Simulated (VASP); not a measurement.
A run of VASP 6.6.1:

Contents of POSCAR:

```
Ta2Si
1.0
   -3.0841136451      3.0841136451      2.5247022100
    3.0841136451     -3.0841136451      2.5247022100
    3.0841136451      3.0841136451     -2.5247022100
Ta Si
4 2
Direct
    0.6635845215      0.8364154785      0.5000000000
    0.8364154785      0.3364154785      0.1728309570
    0.3364154785      0.1635845215      0.5000000000
    0.1635845215      0.6635845215      0.8271690430
    0.2500000000      0.2500000000      0.0000000000
    0.7500000000      0.7500000000      0.0000000000
```

Contents of INCAR.step1:

```
  PREC = Accurate
  ENCUT = 520
  ISMEAR = 0
  SIGMA = 0.1
  LREAL = False
  LASPH = True
  NELM = 100
  NBANDS = 35
  GGA = PE
  ALGO = Normal
  EDIFF = 1E-4
  LWAVE = True
  LCHARG = False
```

The input INCAR.step2:

```
  PREC = Accurate
  ENCUT = 520
  EDIFF = 1E-6
  ISMEAR = 0
  SIGMA = 0.1
  LREAL = False
  LASPH = True
  NELM = 100
  ALGO = Normal
  ISIF = 2
  LWAVE = False
  LCHARG = False
  METAGGA = R2SCAN
  LMIXTAU = True
  NBANDS = 35
  ISTART = 1
```

File KPOINTS:

```
Automatic mesh
0
Gamma
  10 10 10
```

Potentials or basis: VASP PAW PBE potentials, release 64 (Ta_pv, Si).

Launch:

```sh
$ cat potpaw_PBE.64/Ta_pv/POTCAR potpaw_PBE.64/Si/POTCAR > POTCAR
$ cp INCAR.step1 INCAR
$ mpirun -np 1 vasp_std > vasp.out
$ cp INCAR.step2 INCAR
$ mpirun -np 1 vasp_std > vasp.out
```

Hardware: 1 thread of Intel(R) Xeon(R) 6975P-C (Granite Rapids) (shared host).

Problem. How long does it take, and how much memory?

Solution. Run time: 11 min on 1 thread of Intel(R) Xeon(R) 6975P-C (Granite Rapids), with other jobs on the host, peak memory 0.44 GiB. Counts: k points 102.
